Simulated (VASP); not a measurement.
A run of VASP 6.6.1 is set up as follows.

INCAR

```
SYSTEM = Sb6Au
PREC = Accurate ; ENCUT = 600
EDIFF = 1E-7 ; ISMEAR = 0
SIGMA = 0.1 ; LREAL = .False.
LASPH = .True. ; NELM = 60
ALGO = Normal ; ISIF = 3
LWAVE = .False. ; LCHARG = .False.
GGA = PE ; IBRION = 2
NSW = 100 ; EDIFFG = -0.01
```

The input KPOINTS:

```
regular mesh
0
Gamma
  6 6 6
  0 0 0
```

Contents of POSCAR:

```
Sb6Au
1.0
    0.0000000000      5.0414217390      5.0414217390
    5.0414217390      0.0000000000      5.0414217390
    5.0414217390      5.0414217390      0.0000000000
Sb Au
6 1
Direct
    0.7210188716      0.2789811284      0.2789811284
    0.2789811284      0.7210188716      0.7210188716
    0.2789811284      0.7210188716      0.2789811284
    0.7210188716      0.2789811284      0.7210188716
    0.2789811284      0.2789811284      0.7210188716
    0.7210188716      0.7210188716      0.2789811284
    0.0000000000      0.0000000000      0.0000000000
```

Potentials or basis: VASP PAW PBE potentials, release 64 (Sb, Au).

The run is started by

```bash
$ cat potpaw_PBE.64/Sb/POTCAR potpaw_PBE.64/Au/POTCAR > POTCAR
$ mpirun -np 1 vasp_std > vasp.out
```

(1) Estimate the space group after relaxing (to 0.1 Å).

(2) Predict the band gap on the k mesh.

Results:

(1) Fm-3m (No. 225).

(2) zero (an odd number of electrons rules out a gap without spin polarisation).

Caveat: the cell differs from its parent crystal (atoms taken out); spin-orbit coupling is left out, which moves the levels of the heavy elements.
